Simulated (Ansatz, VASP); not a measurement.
**One calculation of InSb, two programs**

Contents of INCAR:

```
SYSTEM = InSb
PREC = Accurate ; ENCUT = 520
EDIFF = 1E-6 ; ISMEAR = -1
SIGMA = 0.03 ; LREAL = .False.
LASPH = .True. ; NELM = 80
ALGO = Normal ; ISIF = 2
LWAVE = .False. ; LCHARG = .False.
GGA = PE ; NBANDS = 16
```

The input KPOINTS:

```
regular mesh
0
Gamma
  10 10 10
  0 0 0
```

File POSCAR:

```
InSb
1.0
    0.0000000000      3.2817246249      3.2817246249
    3.2817246249      0.0000000000      3.2817246249
    3.2817246249      3.2817246249      0.0000000000
In Sb
1 1
Direct
    0.0000000000      0.0000000000      0.0000000000
    0.7500000000      0.7500000000      0.7500000000
```

Input for Ansatz:

```yaml
crystal:
  lattice:
    - [0.0, 3.2817246249, 3.2817246249]
    - [3.2817246249, 0.0, 3.2817246249]
    - [3.2817246249, 3.2817246249, 0.0]
  atoms:
    - { symbol: In, position: [0.0, 0.0, 0.0] }
    - { symbol: Sb, position: [0.75, 0.75, 0.75] }
kpoints:
  mp_grid: { grid: [10, 10, 10] }
  band_path:
    path:
      - [0.0, 0.0, 0.0]
      - [-0.5, -0.5, 0.0]
      - [-0.375, -0.375, 0.25]
      - [-0.375, 0.0, 0.375]
      - [0.0, 0.0, 0.0]
      - [0.0, 0.0, 0.5]
      - [-0.5, -0.25, 0.25]
      - [-0.5, -0.5, 0.0]
    npoints: 5
scf:
  occupations: { method: fermi_dirac, width: 0.03 }
hamiltonian:
  xc: pbe
  pseudopotentials: { kind: all_electron, lapw: { basis_error: 0.00025 } }
output:
  forces: true
  stress: true
  eigenvalues: true
```

Change from the starting cell: volume scaled by 1.04.

Alike in both runs: task single point; functional PBE; k mesh 10 × 10 × 10; occupations fermi-dirac, width 0.03 eV; no spin polarisation.

|  | VASP | Ansatz |
| --- | --- | --- |
| version | VASP 6.6.1 | Ansatz 0.2.0 |
| potentials or method | VASP PAW PBE potentials, release 64 (In_d, Sb), cutoff 520 eV | all-electron LAPW, scalar-relativistic |

|  | VASP | Ansatz | Ansatz less VASP |
| --- | --- | --- | --- |
| pressure (GPa) | 1.3 | 1.3 | +0.03 |

Ansatz ran all-electron here, and VASP with PAW potentials.

Neither program's run includes spin-orbit coupling.
